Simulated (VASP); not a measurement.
## MnHg: single point with PBEsol

The system is MnHg.

```
Mn Hg
1.0
     3.31500    0.00000    0.00000
     0.00000    3.31500    0.00000
     0.00000    0.00000    3.31500
Mn Hg
1 1
Cartesian
  1.6575 1.6575 1.6575
  0.0000 0.0000 0.0000
```

```yaml
Program: VASP 6.6.1
Task: single point
Functional: PBEsol
Potentials_or_basis: VASP PAW PBE potentials, release 64 (Mn_pv, Hg)
Cutoff: 520 eV
k_mesh: 12 × 12 × 12
Occupations: gaussian, width 0.1 eV
Spin: collinear spin, ferromagnetic start
Starting_moments: "[4.0, 0.0] μB"
```

| Quantity | Value |
| --- | --- |
| Pressure | -4.3 GPa |
| Net moment | 3.93 μB per cell |
| Site moments | Mn +3.83; Hg -0.05 μB |
| Valence electrons inside the program's atomic spheres | Mn 11.40; Hg 10.58 |

Levels at points of the mesh, in eV from the Fermi level:
Spin up:
| k point | band 12 | band 13 | band 14 | band 15 | band 16 | band 17 |
| --- | --- | --- | --- | --- | --- | --- |
| (0.00, 0.00, 0.00) | -2.06 | -2.06 | -2.06 | 4.82 | 4.82 | 4.82 |
| (0.50, 0.00, 0.00) | -2.77 | -2.77 | -2.28 | -1.59 | 9.98 | 9.98 |
| (0.50, 0.50, 0.00) | -2.08 | -2.02 | -1.73 | -1.73 | 0.60 | 2.86 |
| (0.50, 0.50, 0.50) | -2.00 | -2.00 | 0.38 | 4.07 | 4.07 | 4.07 |
Spin down:
```tsv
k point	band 7	band 8	band 9	band 10	band 11	band 12	band 13	band 14	band 15	band 16
(0.00, 0.00, 0.00)	-7.02	-7.02	-7.02	0.31	0.31	1.47	1.47	1.47	5.23	5.23
(0.50, 0.00, 0.00)	-7.38	-6.92	-4.98	-4.47	-0.05	0.41	0.41	1.28	2.01	10.62
(0.50, 0.50, 0.00)	-7.45	-6.46	-3.51	-1.43	-1.43	0.47	1.30	1.30	1.86	3.19
(0.50, 0.50, 0.50)	-6.44	-6.44	-1.58	-1.58	-1.58	0.30	1.90	1.90	5.55	5.55
```

It took 87 s on 1 thread of Intel(R) Xeon(R) 6975P-C (Granite Rapids), on a shared host, peak memory 0.24 GiB.

Caveat: the cell stands under tension; the PAW data sets were made with another functional, which shifts forces and pressure a little; spin-orbit coupling is left out, which moves the levels of the heavy elements.
